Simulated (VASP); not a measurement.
## MgO: single point with LDA

MgO:

```
CELL_PARAMETERS angstrom
3.48638 0.00000 0.00000
-1.74319 3.01929 0.00000
0.00000 0.00000 4.17804
ATOMIC_POSITIONS crystal
Mg 0.63467 0.30991 0.75000
Mg 0.30134 0.64325 0.25000
O 0.66667 0.33333 0.25000
O 0.33333 0.66667 0.75000
```

This cell differs from its parent crystal: all Mg atoms moved -0.100 Å, as atom 1 along Cartesian [1 1 0].

```
Program                : VASP 6.6.1
Task                   : single point
Functional             : LDA
Potentials or basis    : VASP PAW LDA potentials, release 64 (Mg, O)
Cutoff                 : 520 eV
k mesh                 : 6 × 6 × 6
Occupations            : gaussian, width 0.05 eV
Spin                   : no spin polarisation
Dipole correction      : no
Further INCAR settings : ALGO = Normal; EDIFF = 1e-06; NBANDS = 16
```

```yaml
Pressure: -4.8 GPa
Largest_force: 0.994 eV/Å
Band_gap_on_the_k_mesh: 3.33 eV, direct
```

Forces on the atoms (eV/Å):
```
Mg   0.473  0.622  0.000
Mg   0.771  0.623  0.000
O   -0.774 -0.623  0.000
O   -0.471 -0.622  0.000
```

Stress tensor (GPa, compression positive):
```
-4.28  0.57  0.00
 0.57 -4.30  0.00
 0.00  0.00 -5.95
```

Levels at points of the mesh, in eV from the valence-band top:
```tsv
k point	band 5	band 6	band 7	band 8	band 9	band 10	band 11	band 12
(0.00, 0.00, 0.00)	-1.75	-0.80	-0.80	0.00	3.33	9.20	12.06	12.26
(0.50, 0.00, 0.00)	-2.38	-1.99	-1.32	-0.52	6.81	8.91	9.67	11.79
(0.00, 0.50, 0.00)	-2.37	-1.99	-1.32	-0.52	6.81	8.90	9.65	11.78
(0.50, 0.50, 0.00)	-2.36	-1.99	-1.32	-0.52	6.81	8.88	9.64	11.77
(0.00, 0.00, 0.50)	-1.39	-1.38	-1.21	-1.20	6.33	6.33	12.55	12.55
(0.50, 0.00, 0.50)	-1.65	-1.46	-0.84	-0.80	7.10	7.19	11.60	11.90
(0.00, 0.50, 0.50)	-1.63	-1.49	-0.84	-0.81	7.11	7.17	11.64	11.86
(0.50, 0.50, 0.50)	-1.59	-1.54	-0.82	-0.81	7.13	7.15	11.71	11.79
```

Wall time 37 s on 1 thread of Intel(R) Xeon(R) Platinum 8259CL CPU @ 2.50GHz (Skylake/Cascade Lake) (shared host), peak memory 0.18 GiB.

Caveat: the cell differs from its parent crystal (all Mg atoms moved -0.100 Å, as atom 1 along Cartesian [1 1 0]).
